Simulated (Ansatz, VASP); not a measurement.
**KF in VASP and in Ansatz**

```
CELL_PARAMETERS angstrom
0.00129 2.71135 2.71155
5.42216 2.70850 -2.70605
-5.42261 2.70635 -2.70916
ATOMIC_POSITIONS crystal
K 0.00005 0.25000 0.75001
K 0.49995 0.75000 0.74997
K 0.50006 0.24997 0.24999
K 0.99989 0.75000 0.25000
F 0.00004 0.50000 0.49999
F 0.49998 0.00004 0.50002
F 0.50002 0.50001 0.00003
F 0.00000 0.99998 0.99999
```

Change from the starting cell: cell x4, atoms moved at random (sigma 0.1 Å) and cell strained at random (1.5 %), then relaxed without symmetry.

Alike in both runs: functional PBE; k mesh 4 × 2 × 2; occupations gaussian, width 0.1 eV; no spin polarisation.

Ansatz relaxed the structure, and its values are those at the end. VASP's run is a single point on that final structure, the one shown.

```csv
,VASP,Ansatz
version,VASP 6.6.1,Ansatz 0.2.0
potentials or method,"VASP PAW PBE potentials, release 64 (K_sv, F), cutoff 520 eV","scalar-relativistic, plane waves, PAW"
valence electrons in the cell,64,64
```

VASP gave:

| Property | Result |
| --- | --- |
| gap on the k mesh at the Fermi level (eV) | 5.95 |
| least direct gap on the mesh (eV) | 5.95 |
| pressure (GPa) | 0.0 |

Problem. Estimate Ansatz's values.

Solution. gap on the k mesh at the Fermi level (eV): 5.96; least direct gap on the mesh (eV): 5.96; pressure (GPa): 0.0.

The k mesh is coarse, so the values compare programs but aren't converged.
